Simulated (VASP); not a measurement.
# Co (Fm-3m) in VASP: further runs

Runs on Co. Level: r2SCAN. Tasks: single point.

Everything below comes from runs of VASP 6.6.1. Logs are shortened: lines on timing, memory, paths and dates and some standing lists are left out, and cuts for length are marked.

## (1) The cell of the first run

It takes space group Fm-3m (No. 225, cubic). The conventional cell has a = 3.583 Å, b = 3.583 Å, c = 3.583 Å, α = 90.00°, β = 90.00°, γ = 90.00°. Co (site symmetry m-3m) has 12 Co at 2.53 Å within 3.3 Å.

This isn't the form of Co at room conditions, which is hcp.

## (2) Single point, r2SCAN, collinear spin, ferromagnetic start

File POSCAR:

```
Co
1.0
    0.0000000000      1.7917000000      1.7917000000
    1.7917000000      0.0000000000      1.7917000000
    1.7917000000      1.7917000000      0.0000000000
Co
1
Direct
    0.0000000000      0.0000000000      0.0000000000
```

File INCAR.step1:

```
PREC = Accurate
ENCUT = 600
ISMEAR = 0
SIGMA = 0.1
LREAL = False
LASPH = True
NELM = 300
ISPIN = 2
MAGMOM = 0.91
NUPDOWN = 0.91
LMAXMIX = 4
NBANDS = 14
GGA = PE
ALGO = All
EDIFF = 1E-5
LWAVE = True
LCHARG = False
GGA_COMPAT = False
ISEARCH = 1
KPAR = 4
```

File INCAR.step2:

```
PREC = Accurate
ENCUT = 600
EDIFF = 1E-6
ISMEAR = 0
SIGMA = 0.1
LREAL = False
LASPH = True
NELM = 300
ALGO = All
ISIF = 2
LWAVE = False
LCHARG = True
ISPIN = 2
MAGMOM = 0.91
LORBIT = 11
NUPDOWN = 0.91
LMAXMIX = 4
METAGGA = R2SCAN
LMIXTAU = True
LVHAR = True
NBANDS = 14
ISTART = 1
GGA_COMPAT = False
ISEARCH = 1
KPAR = 4
```

File KPOINTS:

```
Automatic mesh
0
Gamma
  14 14 14
```

Potentials or basis: VASP PAW PBE potentials, release 64 (Co).

On the command line:

```console
$ cat potpaw_PBE.64/Co/POTCAR > POTCAR
$ cp INCAR.step1 INCAR
$ mpirun -np 4 vasp_std > vasp.out
$ cp INCAR.step2 INCAR
$ mpirun -np 4 vasp_std > vasp.out
```

OUTCAR:

```text
PREC = Accurate
   ENCUT = 600
   EDIFF = 1E-6
   ISMEAR = 0
   LREAL = False
   LASPH = True
   NELM = 300
   ISIF = 2
   ISPIN = 2
   LORBIT = 11
   NUPDOWN = 0.91
   METAGGA = R2SCAN
   ISTART = 1

 ion  position               nearest neighbor table
   1  0.000  0.000  0.000-

  LATTYP: Found a face centered cubic cell.
 ALAT       =     3.5834000000

  Lattice vectors:

 A1 = (   0.0000000000,   1.7917000000,   1.7917000000)
 A2 = (   1.7917000000,   0.0000000000,   1.7917000000)
 A3 = (   1.7917000000,   1.7917000000,   0.0000000000)

Analysis of symmetry for initial positions (statically):
=====================================================================
 Subroutine PRICEL returns:
 Original cell was already a primitive cell.

 Routine SETGRP: Setting up the symmetry group for a
 face centered cubic supercell.

 Subroutine GETGRP returns: Found 48 space group operations
 (whereof 48 operations were pure point group operations)
 out of a pool of 48 trial point group operations.

The static configuration has the point symmetry O_h .

Analysis of symmetry for dynamics (positions and initial velocities):
=====================================================================
 Subroutine PRICEL returns:
 Original cell was already a primitive cell.

 Routine SETGRP: Setting up the symmetry group for a
 face centered cubic supercell.

 Subroutine GETGRP returns: Found 48 space group operations
 (whereof 48 operations were pure point group operations)
 out of a pool of 48 trial point group operations.

The dynamic configuration has the point symmetry O_h .

Analysis of structural, dynamic, and magnetic symmetry:
=====================================================================
 Subroutine PRICEL returns:
 Original cell was already a primitive cell.

 Routine SETGRP: Setting up the symmetry group for a
 face centered cubic supercell.

 Subroutine GETGRP returns: Found 48 space group operations
 (whereof 48 operations were pure point group operations)
 out of a pool of 48 trial point group operations.

The overall configuration has the point symmetry O_h .

 Subroutine INISYM returns: Found 48 space group operations
 (whereof 48 operations are pure point group operations),
 and found     1 'primitive' translations

----------------------------------------------------------------------------------------

                                     Primitive cell

  volume of cell :      11.5034

  direct lattice vectors                    reciprocal lattice vectors
     0.000000000  1.791700000  1.791700000    -0.279064576  0.279064576  0.279064576
[... 126 lines left out ...]
  ext. energy  EPLUGINS =         0.00000000
  ---------------------------------------------------
  free energy    TOTEN  =       -12.84204988 eV

  energy without entropy =      -12.83548421  energy(sigma->0) =      -12.83876705

 E-fermi :  10.0049     XC(G=0): -14.2106

 val. band max:        9.9598238396   @ k =   0.3571   0.2857   0.0000
 cond. band min:       9.1439735391   @ k =  -0.4286   0.2857   0.0714
 fundamental gap:     -0.8158503005
 Fermi energy:         9.1301976884

 spin component 1

 k-point     1 :       0.0000    0.0000    0.0000
  band No.  band energies     occupation
      1       0.3829      1.00000
      2       7.3187      1.00000
      3       7.3188      1.00000
      4       7.3698      1.00000
      5       7.3698      1.00000
      6       7.3698      1.00000
      7      32.7136      0.00000
      8      36.9282      0.00000
      9      36.9282      0.00000
     10      36.9282      0.00000
     11      39.8736      0.00000
     12      39.8737      0.00000
     13      39.8737      0.00000
     14      42.5508      0.00000
[... 379 lines left out ...]
      3       6.7407      1.00000
      4       7.2611      1.00000
      5       8.2871      1.00000
      6       8.3228      1.00000
      7      25.1398      0.00000
      8      30.6374      0.00000
      9      31.0195      0.00000
     10      34.1374      0.00000
     11      40.4938      0.00000
     12      42.6993      0.00000
     13      43.3189      0.00000
     14      44.6336      0.00000

 [... further k-points ...]

 spin component 2

 k-point     1 :       0.0000    0.0000    0.0000
  band No.  band energies     occupation
      1       0.1815      1.00000
      2       7.5051      1.00000
      3       7.5057      1.00000
      4       7.5057      1.00000
      5      10.6817      0.00000
      6      10.6821      0.00000
      7      32.7700      0.00000
      8      37.8390      0.00000
      9      37.8390      0.00000
     10      37.8391      0.00000
     11      40.0793      0.00000
     12      40.0793      0.00000
     13      40.0798      0.00000
     14      42.3557      0.00000
[... 379 lines left out ...]
      3       8.1283      1.00000
      4       8.1854      1.00000
      5      10.0640      0.19958
      6      10.9184      0.00000
      7      25.3817      0.00000
      8      31.0337      0.00000
      9      31.1363      0.00000
     10      34.3541      0.00000
     11      40.0645      0.00000
     12      43.0132      0.00000
     13      45.1002      0.00000
     14      46.4320      0.00000

 [... further k-points ...]

------------------------ aborting loop because EDIFF is reached ----------------------------------------

  FORCE on cell =-STRESS in cart. coord.  units (eV):
  Direction    XX          YY          ZZ          XY          YZ          ZX
  --------------------------------------------------------------------------------------
  -------------------------------------------------------------------------------------
  Total       -0.8945935     -0.8945935     -0.8945935      0.0000000      0.0000000     -0.0000000
  in kB     -124.5978216   -124.5978216   -124.5978216      0.0000000      0.0000000     -0.0000000
  external PRESSURE =    -124.5978216 kB  Pullay stress =       0.0000000 kB

 VOLUME and BASIS-vectors are now :
 -----------------------------------------------------------------------------
  energy-cutoff  :      600.00
  volume of cell :       11.50
      direct lattice vectors                 reciprocal lattice vectors
     0.000000000  1.791700000  1.791700000    -0.279064576  0.279064576  0.279064576
     1.791700000  0.000000000  1.791700000     0.279064576 -0.279064576  0.279064576
     1.791700000  1.791700000  0.000000000     0.279064576  0.279064576 -0.279064576

 POSITION                                       TOTAL-FORCE (eV/Angst)
 -----------------------------------------------------------------------------------
      0.00000      0.00000      0.00000         0.000000      0.000000      0.000000
 -----------------------------------------------------------------------------------
    total drift:                                0.000000      0.000000      0.000000

  FREE ENERGIE OF THE ION-ELECTRON SYSTEM (eV)
  ---------------------------------------------------
  free  energy   TOTEN  =       -12.8420498818 eV

  energy  without entropy=      -12.8354845860  energy(sigma->0) =      -12.83876723

 total charge

# of ion       s       p       d       tot
------------------------------------------
    1        0.478   0.500   7.221   8.199

 magnetization (x)

# of ion       s       p       d       tot
------------------------------------------
    1        0.005  -0.032   0.977   0.950
```

Run time: 2.9 min. Hardware: 4 MPI ranks of Intel Xeon Platinum 8375C at 2.90GHz (Ice Lake), shared host; peak memory 0.18 GiB.

Results:

```
Free energy                                           : -12.8420 eV
Pressure                                              : -12.5 GPa
Net moment                                            : 0.91 μB per cell
Site moments                                          : Co +0.95 μB
Valence electrons inside the program's atomic spheres : Co 8.20
```

Caveat: the cell stands under tension; the PAW data sets were made with another functional, which shifts forces and pressure a little; the total moment is fixed, so each spin has its own Fermi level and the state may be an excited one.

## (3) Single point, r2SCAN, collinear spin, ferromagnetic start

POSCAR is that of step 2.

File INCAR.step1:

```
SYSTEM = Co
PREC     = Accurate       ! precision mode
ENCUT    = 600            ! plane-wave cutoff, eV
ISMEAR   = 0              ! smearing method
SIGMA    = 0.1            ! smearing width, eV
LREAL    = .False.        ! projectors in reciprocal space
LASPH    = .True.         ! aspherical terms in the spheres
NELM     = 300            ! most SCF steps
ISPIN    = 2              ! spin polarisation
MAGMOM   = 1.37           ! initial moments
NUPDOWN  = 1.37           ! fixed moment
LMAXMIX  = 4              ! l up to which the mixer works
NBANDS   = 14             ! bands
GGA      = PE             ! functional
ALGO     = All            ! electronic algorithm
EDIFF    = 1E-5           ! SCF threshold, eV
LWAVE    = .True.         ! write WAVECAR
LCHARG   = .False.        ! write CHGCAR
GGA_COMPAT= .False.      
ISEARCH  = 1            
KPAR     = 4
```

File INCAR.step2:

```
SYSTEM = Co
PREC     = Accurate       ! precision mode
ENCUT    = 600            ! plane-wave cutoff, eV
EDIFF    = 1E-6           ! SCF threshold, eV
ISMEAR   = 0              ! smearing method
SIGMA    = 0.1            ! smearing width, eV
LREAL    = .False.        ! projectors in reciprocal space
LASPH    = .True.         ! aspherical terms in the spheres
NELM     = 300            ! most SCF steps
ALGO     = All            ! electronic algorithm
ISIF     = 2              ! what is computed and relaxed
LWAVE    = .False.        ! write WAVECAR
LCHARG   = .False.        ! write CHGCAR
ISPIN    = 2              ! spin polarisation
MAGMOM   = 1.37           ! initial moments
LORBIT   = 11             ! projections on sites
NUPDOWN  = 1.37           ! fixed moment
LMAXMIX  = 4              ! l up to which the mixer works
METAGGA  = R2SCAN         ! meta-GGA
LMIXTAU  = .True.       
NBANDS   = 14             ! bands
ISTART   = 1            
GGA_COMPAT= .False.      
ISEARCH  = 1            
KPAR     = 4
```

File KPOINTS:

```
regular mesh
0
Gamma
  14 14 14
  0 0 0
```

Potentials or basis: VASP PAW PBE potentials, release 64 (Co).

On the command line:

```console
$ cat potpaw_PBE.64/Co/POTCAR > POTCAR
$ cp INCAR.step1 INCAR
$ mpirun -np 4 vasp_std > vasp.out
$ cp INCAR.step2 INCAR
$ mpirun -np 4 vasp_std > vasp.out
```

Run time: 2.5 min. Hardware: 4 MPI ranks of Intel Xeon Platinum 8375C at 2.90GHz (Ice Lake), shared host; peak memory 0.18 GiB.

It converged, with:

- Free energy: -13.0332 eV
- Pressure: -13.3 GPa
- Net moment: 1.37 μB per cell
- Site moments: Co +1.44 μB
- Valence electrons inside the program's atomic spheres: Co 8.20

Caveat: the cell stands under tension; the PAW data sets were made with another functional, which shifts forces and pressure a little; the total moment is fixed, so each spin has its own Fermi level and the state may be an excited one.
